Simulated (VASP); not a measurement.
# ZnS (rocksalt type) (Fm-3m) in VASP: notebook

Runs on ZnS (rocksalt type). Level: PBE. Tasks: single point.

Program: VASP 6.6.1. These are calculated values, not measurements. Logs are shortened: lines on timing, memory, paths and dates and some standing lists are left out, and cuts for length are marked.

## (1) The cell of the first run

The structure is cubic, space group Fm-3m (No. 225). The conventional cell has a = 4.738 Å, b = 4.738 Å, c = 4.738 Å, α = 90.00°, β = 90.00°, γ = 90.00°. Zn (site symmetry m-3m) has 6 S at 2.37 Å within 3.1 Å. Within 3.1 Å of S (site symmetry m-3m) lie 6 Zn at 2.37 Å.

## (2) Single point, PBE (volume scaled by 0.8)

The input, INCAR:

```
PREC     = Accurate       # precision mode
ENCUT    = 520            # plane-wave cutoff, eV
EDIFF    = 1E-7           # SCF threshold, eV
ISMEAR   = -1             # smearing method
SIGMA    = 0.08           # smearing width, eV
LREAL    = F              # projectors in reciprocal space
LASPH    = T              # aspherical terms in the spheres
NELM     = 80             # most SCF steps
ALGO     = Normal         # electronic algorithm
ISIF     = 2              # what is computed and relaxed
LWAVE    = F              # write WAVECAR
LCHARG   = T              # write CHGCAR
GGA      = PE             # functional
LELF     = T              # ELF
LVHAR    = T            
NBANDS   = 16             # bands
```

The input, KPOINTS:

```
regular mesh
0
Gamma
  14 14 14
```

The input, POSCAR:

```
ZnS
1.0
    0.0000000000      2.3688444887      2.3688444887
    2.3688444887      0.0000000000      2.3688444887
    2.3688444887      2.3688444887      0.0000000000
Zn S
1 1
Direct
    0.0000000000      0.0000000000      0.0000000000
    0.5000000000      0.5000000000      0.5000000000
```

Potentials or basis: VASP PAW PBE potentials, release 64 (Zn, S).

On the command line:

```console
$ cat potpaw_PBE.64/Zn/POTCAR potpaw_PBE.64/S/POTCAR > POTCAR
$ mpirun -np 1 vasp_std > vasp.out
```

OUTCAR:

```text
PREC = Accurate
   ENCUT = 520
   EDIFF = 1E-7
   ISMEAR = -1
   LREAL = F
   LASPH = T
   NELM = 80
   ISIF = 2
   GGA = PE

 ion  position               nearest neighbor table
   1  0.000  0.000  0.000-   2 2.37   2 2.37   2 2.37   2 2.37   2 2.37   2 2.37
   2  0.500  0.500  0.500-   1 2.37   1 2.37   1 2.37   1 2.37   1 2.37   1 2.37

  LATTYP: Found a face centered cubic cell.
 ALAT       =     4.7376889774

  Lattice vectors:

 A1 = (   0.0000000000,   2.3688444887,   2.3688444887)
 A2 = (   2.3688444887,   0.0000000000,   2.3688444887)
 A3 = (   2.3688444887,   2.3688444887,   0.0000000000)

Analysis of symmetry for initial positions (statically):
=====================================================================
 Subroutine PRICEL returns:
 Original cell was already a primitive cell.

 Routine SETGRP: Setting up the symmetry group for a
 face centered cubic supercell.

 Subroutine GETGRP returns: Found 48 space group operations
 (whereof 48 operations were pure point group operations)
 out of a pool of 48 trial point group operations.

The static configuration has the point symmetry O_h .

Analysis of symmetry for dynamics (positions and initial velocities):
=====================================================================
 Subroutine PRICEL returns:
 Original cell was already a primitive cell.

 Routine SETGRP: Setting up the symmetry group for a
 face centered cubic supercell.

 Subroutine GETGRP returns: Found 48 space group operations
 (whereof 48 operations were pure point group operations)
 out of a pool of 48 trial point group operations.

The dynamic configuration has the point symmetry O_h .

 Subroutine INISYM returns: Found 48 space group operations
 (whereof 48 operations are pure point group operations),
 and found     1 'primitive' translations

----------------------------------------------------------------------------------------

                                     Primitive cell

  volume of cell :      26.5852

  direct lattice vectors                    reciprocal lattice vectors
     0.000000000  2.368844489  2.368844489    -0.211073375  0.211073375  0.211073375
     2.368844489  0.000000000  2.368844489     0.211073375 -0.211073375  0.211073375
     2.368844489  2.368844489  0.000000000     0.211073375  0.211073375 -0.211073375

  length of vectors
     3.350052003  3.350052003  3.350052003     0.365589809  0.365589809  0.365589809

  position of ions in fractional coordinates (direct lattice)
     0.000000000  0.000000000  0.000000000
     0.500000000  0.500000000  0.500000000

  ion indices of the primitive-cell ions
   primitive index   ion index
                 1           1
                 2           2

----------------------------------------------------------------------------------------

 KPOINTS: regular mesh

Automatic generation of k-mesh.
 Grid dimensions read from file:
 generate k-points for:   14   14   14

 Generating k-lattice:

  Cartesian coordinates                     Fractional coordinates (reciprocal lattice)
    -0.015076670  0.015076670  0.015076670     0.071428571  0.000000000  0.000000000
     0.015076670 -0.015076670  0.015076670     0.000000000  0.071428571  0.000000000
     0.015076670  0.015076670 -0.015076670     0.000000000  0.000000000  0.071428571

  Length of vectors
     0.026113558  0.026113558  0.026113558

  Shift w.r.t. Gamma in fractional coordinates (k-lattice)
     0.000000000  0.000000000  0.000000000

 Subroutine IBZKPT returns following result:
 ===========================================

 Found    104 irreducible k-points:

 Following reciprocal coordinates:
            Coordinates               Weight
  0.000000  0.000000  0.000000      1.000000
  0.071429  0.000000  0.000000      8.000000
  0.142857  0.000000  0.000000      8.000000
  0.214286  0.000000  0.000000      8.000000
  0.285714  0.000000  0.000000      8.000000
  0.357143  0.000000  0.000000      8.000000
[... 16 lines left out ...]
  0.214286  0.142857  0.000000     24.000000
  0.285714  0.142857  0.000000     24.000000
 [... further k-points ...]
   k-points           NKPTS =    104   k-points in BZ     NKDIM =    104   number of bands    NBANDS=     16
   number of dos      NEDOS =    301   number of ions     NIONS =      2
   total plane-waves  NPLWV =  21952
   dimension x,y,z NGX =    28 NGY =   28 NGZ =   28
   dimension x,y,z NGXF=    56 NGYF=   56 NGZF=   56
   ions per type =               1   1
   NGX,Y,Z   is equivalent  to a cutoff of  13.89, 13.89, 13.89 a.u.
   NGXF,Y,Z  is equivalent  to a cutoff of  27.79, 27.79, 27.79 a.u.
 SYSTEM =  unknown system
   PREC   = accura    normal or accurate (medium, high low for compatibility)
   ISTART =      0    job   : 0-new  1-cont  2-samecut
   ICHARG =      2    charge: 1-file 2-atom 10-const
   ISPIN  =      1    spin polarized calculation?
   LNONCOLLINEAR =      F non collinear calculations
   LSORBIT =      F    spin-orbit coupling
   LASPH  =      T    aspherical Exc in radial PAW
   ENCUT  =  520.0 eV  38.22 Ry    6.18 a.u.   6.23  6.23  6.23*2*pi/ulx,y,z
   NELM   =     80;   NELMIN=  2; NELMDL= -5     # of ELM steps
   EDIFF  = 0.1E-06   stopping-criterion for ELM
   LREAL  =      F    real-space projection
   EDIFFG = 0.1E-05   stopping-criterion for IOM
   NSW    =      0    number of steps for IOM
   IBRION =     -1    ionic relax: 0-MD 1-quasi-New 2-CG
   NFREE  =      0    steps in history (QN), initial steepest desc. (CG)
   ISIF   =      2    stress and relaxation
   ISYM   =      2    0-nonsym 1-usesym 2-fastsym
   POTIM  = 0.5000    time-step for ionic-motion
   TEBEG  =    0.0;   TEEND  =   0.0 temperature during run
   PSTRESS=    0.0 pullay stress
   NELECT =      18.0000    total number of electrons
   NUPDOWN=      -1.0000    fix difference up-down
   EMIN   =  10.00;   EMAX   =-10.00  energy-range for DOS
   EFERMI =   0.00;   METHOD = LEGACY
   ISMEAR =    -1;   SIGMA  =   0.08  broadening in eV -4-tet -1-fermi 0-gaus
   EFERMI_NEDOS =   21; number of points for ismear=-14 and -15
   IALGO  =     38    algorithm
   IMIX   =      4    mixing-type and parameters
     AMIX     =   0.40;   BMIX     =  1.00
     AMIX_MAG =   1.60;   BMIX_MAG =  1.00
  volume/ion in A,a.u.               =      13.29        89.70
  Fermi-wavevector in a.u.,A,eV,Ry     =   1.437537  2.716552 28.116622  2.066513
  Thomas-Fermi vector in A             =   2.556604
   LORBIT       =      0    0 simple, 1 ext, 2 COOP (PROOUT), +10 PAW based schemes
   GGA     = PE    functional components
   LHFCALC =     F    Hartree Fock is set to
   AEXX    =    0.0000 exact exchange contribution
   IVDW    =     0    specifies the selected vdW correction
   LEPSILON=     F    determine dielectric tensor
   LRPA    =     F    only Hartree local field effects (RPA)
 non-spin polarized calculation
  energy-cutoff  :      520.00
  volume of cell :       26.59
 maximum number of plane-waves:       730
 NGX is ok and might be reduce to    28
   NGX = 13   NGY = 13   NGZ = 13

 number of electron      18.0000002 magnetization

 Free energy of the ion-electron system (eV)
  ---------------------------------------------------
  ext. energy  EPLUGINS =         0.00000000
  ---------------------------------------------------
  free energy    TOTEN  =        -5.66801879 eV

  energy without entropy =       -5.66260974  energy(sigma->0) =       -5.66531427

 E-fermi :   6.5560     XC(G=0): -11.9245

 val. band max:        6.5221454356   @ k =   0.5000   0.4286   0.0000
 cond. band min:       6.8522548373   @ k =  -0.4286   0.5000   0.0714
 fundamental gap:      0.3301094018
 Fermi energy:         6.5559727599

 k-point     1 :       0.0000    0.0000    0.0000
  band No.  band energies     occupation
      1      -9.3816      2.00000
      2      -0.5431      2.00000
      3      -0.5431      2.00000
      4      -0.5238      2.00000
      5      -0.5238      2.00000
      6      -0.5238      2.00000
[... 8 lines left out ...]
     15      19.0031      0.00000
     16      19.1266      0.00000

 k-point     2 :       0.0714    0.0000    0.0000
  band No.  band energies     occupation
      1      -9.3014      2.00000
      2      -0.5718      2.00000
      3      -0.5718      2.00000
      4      -0.5404      2.00000
      5      -0.5118      2.00000
      6      -0.5118      2.00000
[... 8 lines left out ...]
     15      17.6740      0.00000
     16      19.2171      0.00000

 k-point     3 :       0.1429    0.0000    0.0000
  band No.  band energies     occupation
      1      -9.0644      2.00000
      2      -0.6555      2.00000
      3      -0.6555      2.00000
      4      -0.5982      2.00000
      5      -0.4726      2.00000
      6      -0.4726      2.00000
[... 8 lines left out ...]
     15      16.8757      0.00000
     16      18.8714      0.00000

 k-point     4 :       0.2143    0.0000    0.0000
  band No.  band energies     occupation
      1      -8.6831      2.00000
      2      -0.7728      2.00000
      3      -0.7728      2.00000
      4      -0.7312      2.00000
      5      -0.4146      2.00000
      6      -0.4146      2.00000
[... 8 lines left out ...]
     15      17.2579      0.00000
     16      18.5731      0.00000
[... 324 lines left out ...]
 k-point    22 :       0.1429    0.1429    0.0000
  band No.  band energies     occupation
      1      -8.9645      2.00000
      2      -0.8142      2.00000
      3      -0.5760      2.00000
      4      -0.5150      2.00000
      5      -0.4939      2.00000
      6      -0.4939      2.00000
[... 8 lines left out ...]
     15      19.3716      0.00000
     16      20.8569      0.00000

 k-point    23 :       0.2143    0.1429    0.0000
  band No.  band energies     occupation
      1      -8.6910      2.00000
      2      -0.9511      2.00000
      3      -0.6194      2.00000
      4      -0.5732      2.00000
      5      -0.4642      2.00000
      6      -0.4245      2.00000
[... 8 lines left out ...]
     15      19.1699      0.00000
     16      20.9136      0.00000

 k-point    24 :       0.2857    0.1429    0.0000
  band No.  band energies     occupation
      1      -8.2889      2.00000
      2      -1.1127      2.00000
      3      -0.7063      2.00000
      4      -0.6765      2.00000
      5      -0.4156      2.00000
      6      -0.3467      2.00000
[... 8 lines left out ...]
     15      19.4977      0.00000
     16      20.7314      0.00000

 [... further k-points ...]

------------------------ aborting loop because EDIFF is reached ----------------------------------------

  FORCE on cell =-STRESS in cart. coord.  units (eV):
  Direction    XX          YY          ZZ          XY          YZ          ZX
  --------------------------------------------------------------------------------------
  -------------------------------------------------------------------------------------
  Total        5.3384776      5.3384776      5.3384776      0.0000000      0.0000000     -0.0000000
  in kB      321.7276271    321.7276271    321.7276271      0.0000000      0.0000000     -0.0000000
  external PRESSURE =     321.7276271 kB  Pullay stress =       0.0000000 kB

 VOLUME and BASIS-vectors are now :
 -----------------------------------------------------------------------------
  energy-cutoff  :      520.00
  volume of cell :       26.59
      direct lattice vectors                 reciprocal lattice vectors
     0.000000000  2.368844489  2.368844489    -0.211073375  0.211073375  0.211073375
     2.368844489  0.000000000  2.368844489     0.211073375 -0.211073375  0.211073375
     2.368844489  2.368844489  0.000000000     0.211073375  0.211073375 -0.211073375

 POSITION                                       TOTAL-FORCE (eV/Angst)
 -----------------------------------------------------------------------------------
      0.00000      0.00000      0.00000        -0.000000     -0.000000      0.000000
      2.36884      2.36884      2.36884         0.000000      0.000000     -0.000000
 -----------------------------------------------------------------------------------
    total drift:                               -0.000000      0.000000      0.000000

  FREE ENERGIE OF THE ION-ELECTRON SYSTEM (eV)
  ---------------------------------------------------
  free  energy   TOTEN  =        -5.6680187881 eV

  energy  without entropy=       -5.6626097429  energy(sigma->0) =       -5.66531427
```

Run time: 25 s. Hardware: 1 thread of Intel Xeon 6975P-C (Granite Rapids), shared host; peak memory 0.18 GiB.

What came out:

* Free energy: -5.6680 eV
* Pressure: 32.2 GPa
* Band gap on the k mesh: zero (band 9 reaches 6.47 eV, above the bottom of band 10 at 6.09 eV)

(Continued in part 2 of 2.)
